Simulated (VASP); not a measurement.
## BN: G0W0 quasiparticle levels with PBE

The system is BN.

```
B N
1.0
     2.49134    0.00000    0.00000
    -1.24567    2.15756    0.00000
     0.00000    0.00000    4.00106
B N
2 2
Direct
  0.00000 0.00000 0.00000
  0.00000 0.00000 0.50000
  0.33333 0.66667 0.25000
  0.66667 0.33333 0.75000
```

| Quantity | Value |
| --- | --- |
| Program | VASP 6.6.1 |
| Task | G0W0 quasiparticle levels |
| Functional | PBE |
| Potentials or basis | VASP PAW PBE potentials, release 64 (B_GW, N_GW) |
| Cutoff | 500 eV |
| k mesh | 6 × 6 × 4 |
| Occupations | gaussian, width 0.01 eV |
| Spin | no spin polarisation |
| Dipole correction | no |
| GW scheme | G0W0 |
| GW iterations | 1 |
| Cutoff of the response function | 120 |
| Frequency points | 96 |
| Empty bands | 64 |
| Further INCAR settings | ALGO = EVGW0; EDIFF = 1e-08; NBANDS = 72 |

```json
{
 "Quasiparticle gap": "1.98 eV",
 "Least direct quasiparticle gap": "6.39 eV",
 "Band gap of the starting levels on the mesh": "1.57 eV",
 "Least direct gap of the starting levels on the mesh": "5.53 eV"
}
```

It took 4 min on 1 thread of Intel(R) Xeon(R) Platinum 8259CL CPU @ 2.50GHz (Skylake/Cascade Lake), with other jobs on the host, peak memory 0.29 GiB.

Caveat: the k points lie up to 0.49 Å⁻¹ apart; bands, screening cutoff and mesh are small and nothing is extrapolated, so the quasiparticle values aren't converged.
